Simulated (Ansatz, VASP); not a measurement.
## Two plane-wave programs on Al2O3

```
Al O
1.0
     3.01748    0.00000    0.00000
    -1.50874    2.61322    0.00000
     0.00000    0.00000    7.57464
Al O
2 3
Cartesian
  0.0000 0.0000 5.4693
  0.0000 0.0000 2.1054
  0.0000 0.0000 3.7873
  1.5087 0.8711 6.0638
  0.0000 1.7421 1.5108
```

Alike in both runs: task relaxation of cell and atoms; functional r2SCAN; k mesh 10 × 10 × 4; occupations fermi-dirac, width 0.05 eV; no spin polarisation.

|  | VASP | Ansatz |
| --- | --- | --- |
| version | VASP 6.6.1 | Ansatz 0.2.0 |
| potentials or method | VASP PAW PBE potentials, release 64 (Al, O) | Ansatz PAW |
| plane-wave cutoff (eV) | 600 | 500 |
| valence electrons in the cell | 24 | 24 |

```tsv
	VASP	Ansatz	Ansatz less VASP
gap on the k mesh at the Fermi level, each at its own relaxed structure (eV)	3.12	3.14	+0.017
relaxed volume (Å³/atom)	11.57	11.74	+0.167
relaxed cell length with the largest relative difference (Å)	7.503	7.600	+0.0972
```

VASP's potentials were made for PBE, not for r2SCAN.

Noted on Ansatz's run: the plane-wave basis is chosen anew once the cell has moved, so the energies of steps on either side of that aren't comparable.
